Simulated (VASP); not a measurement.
Set up this calculation in VASP 6.6.1, as the native input.

- Task: single point
- Functional: PBE
- Potentials or basis: VASP PAW PBE potentials, release 64 (Al, O, Ni)
- Cutoff: 520 eV
- k mesh: 1 × 1 × 1
- Occupations: fermi-dirac, width 0.01 eV
- Spin: no spin polarisation
- Dipole correction: no
- Further INCAR settings: LREAL = Auto; ALGO = Normal; EDIFF = 1e-06; NBANDS = 243

The structure of Al32NiO48 (a cell with a defect) lies in POSCAR:

```
Al32NiO48
1.0
    4.8078835200      2.7758328500      8.7484141900
   -4.8078835200      2.7758328500      8.7484141900
    0.0000000000     -5.5516656900      8.7484141900
Al O Ni
32 48 1
Direct
    0.3215067841      0.3150954391      0.3245140223
    0.4194873777      0.4239036661      0.4264096033
    0.0713265316      0.0767717551      0.0720493833
    0.1726472240      0.1758690159      0.1767179226
    0.3201801823      0.3248604122      0.8223652372
    0.4220375384      0.4196190106      0.9266941103
    0.0726498215      0.0717483854      0.5748532899
    0.1758520545      0.1753730495      0.6746946575
    0.3195290978      0.8262069301      0.3261463865
    0.4248956878      0.9229564229      0.4288536628
    0.0753144526      0.5696596234      0.0769389317
    0.1730056898      0.6794293562      0.1785401461
    0.3230124606      0.8248937957      0.8253322788
    0.4180655562      0.9387414397      0.9211234458
    0.0714599110      0.5755078959      0.5733735908
    0.1758391147      0.6746165892      0.6767339912
    0.8206538261      0.3239830998      0.3249912514
    0.9246986014      0.4239321020      0.4280807854
    0.5729595853      0.0690952570      0.0728469518
    0.6768795045      0.1707374589      0.1760262713
    0.8303063244      0.3216217878      0.8183264534
    0.9233212152      0.4303878923      0.9243460425
    0.5718173149      0.0761753157      0.5698783765
    0.6739896235      0.1756880341      0.6756417557
    0.8245448286      0.8235233813      0.3228351591
    0.9243611604      0.9278527175      0.4240401456
    0.5681261000      0.6124466413      0.0809147420
    0.6847260698      0.6779871378      0.1845685861
    0.8253386599      0.8275302688      0.8203786257
    0.9290425028      0.9233025551      0.9268883519
    0.5715040440      0.5715562500      0.5793420377
    0.6776409623      0.6825052649      0.6677859917
    0.2192795766      0.0267682572      0.3760079905
    0.4707872113      0.1189583883      0.2758424757
    0.0238783887      0.3737235946      0.2241047491
    0.3736301923      0.2167532636      0.0269396249
    0.1230982078      0.2745966784      0.4723977768
    0.2723839043      0.4605877150      0.1300418179
    0.2181452875      0.0342916237      0.8724344982
    0.4697721752      0.1295234997      0.7738374140
    0.0324214480      0.3733259215      0.7169385009
    0.3704010786      0.2179510458      0.5327853512
    0.1210345448      0.2809011465      0.9714420134
    0.2760948607      0.4726380998      0.6239982270
    0.2178607289      0.5310186900      0.3750490768
    0.4679331421      0.6260309822      0.2859477932
    0.0244907490      0.8794582171      0.2198639657
    0.3610733358      0.7419242846      0.0313433910
    0.1225720300      0.7804615123      0.4713065083
    0.2744547132      0.9758188344      0.1255906648
    0.2207854891      0.5254018538      0.8764073002
    0.4679393303      0.6262106355      0.7776956789
    0.0293375690      0.8729488967      0.7231785262
    0.3738580517      0.7208550189      0.5302888659
    0.1272818885      0.7740321658      0.9744329832
    0.2774963489      0.9697096660      0.6257870378
    0.7197867220      0.0276220749      0.3739263145
    0.9674483931      0.1275967238      0.2769781708
    0.5126915727      0.3549974446      0.2448057491
    0.8749729552      0.2232541715      0.0253039255
    0.6220707408      0.2799129092      0.4691715948
    0.7758077242      0.4819048053      0.1245991372
    0.7241036321      0.0257031850      0.8729119628
    0.9737807386      0.1218368462      0.7779543157
    0.5256830988      0.3741914920      0.7217899408
    0.8730175124      0.2196013082      0.5295720922
    0.6296276622      0.2634488659      0.9630715289
    0.7773568942      0.4699761114      0.6251402958
    0.7208969357      0.5261902636      0.3806836962
    0.9712815604      0.6232621059      0.2800929985
    0.5278588770      0.8720833144      0.2253315658
    0.8779986167      0.7215330956      0.0296236627
    0.6251717840      0.7772316242      0.4718164954
    0.7794708854      0.9681212543      0.1252546008
    0.7467230836      0.5470458252      0.8435641659
    0.9736996267      0.6274472700      0.7775133437
    0.5256072523      0.8775935250      0.7206780877
    0.8762949502      0.7258717969      0.5215476309
    0.6198814858      0.7961609227      0.9698984657
    0.7765618831      0.9730712195      0.6230105044
    0.5709674916      0.4641629075      0.0077974735
```

The input as run:

INCAR

```
PREC     = Accurate       # precision mode
ENCUT    = 520            # plane-wave cutoff, eV
EDIFF    = 1E-6           # SCF threshold, eV
ISMEAR   = -1             # smearing method
SIGMA    = 0.01           # smearing width, eV
LREAL    = Auto         
LASPH    = True           # aspherical terms in the spheres
NELM     = 120            # most SCF steps
ALGO     = Normal         # electronic algorithm
ISIF     = 2              # what is computed and relaxed
LWAVE    = False          # write WAVECAR
LCHARG   = True           # write CHGCAR
GGA      = PE             # functional
LELF     = True           # ELF
LVHAR    = True         
NBANDS   = 243            # bands
GGA_COMPAT= False
```

KPOINTS

```
Automatic mesh
0
Gamma
  1 1 1
```

Potentials or basis: VASP PAW PBE potentials, release 64 (Al, O, Ni).

The run is started by

```bash
$ cat potpaw_PBE.64/Al/POTCAR potpaw_PBE.64/O/POTCAR potpaw_PBE.64/Ni/POTCAR > POTCAR
$ mpirun -np 1 vasp_gam > vasp.out
```

Results of the run:

The pressure is 4.9 GPa and the largest force is 0.738 eV/Å. The band gap on the k mesh is 1.58 eV.

Caveat: the k points lie up to 0.79 Å⁻¹ apart.

Wall time 5.8 min on 1 thread of AMD EPYC 9R45 96-Core Processor (Zen 5) (shared host), peak memory 0.93 GiB.
